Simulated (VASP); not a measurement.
The system is Sn.

```
Sn
1.0
    -1.72654    1.77555    2.33834
     1.72654   -1.77555    2.33834
     1.72654    1.77555   -2.33834
Sn
1
Cartesian
  0.0000 0.0000 0.0000
```

Base run:

| Property | Result |
| --- | --- |
| Program | VASP 6.6.1 |
| Functional | PBE |
| Potentials or basis | VASP PAW PBE potentials, release 64 (Sn_d) |
| Cutoff | 520 eV |
| k mesh | 9 × 9 × 9 |
| Occupations | fermi-dirac, width 0.2 eV |
| Spin | no spin polarisation |

Its results: band gap on the k mesh zero (band 7 reaches 14.54 eV, above the bottom of band 8 at 5.60 eV); pressure -1.0 GPa.

**Question.** The run is repeated on the same cell with these changes: occupations from fermi-dirac, width 0.2 eV to fermi-dirac, width 0.5 eV; further incar settings from ALGO = Normal; EDIFF = 1e-07; NBANDS = 13 to ALGO = Normal; EDIFF = 1e-06; NBANDS = 13. What comes out?

**Answer.** Band gap on the k mesh zero (band 7 reaches 14.54 eV, above the bottom of band 8 at 5.60 eV); pressure -0.1 GPa.

Caveats: spin-orbit coupling is left out, which moves the levels of the heavy elements.
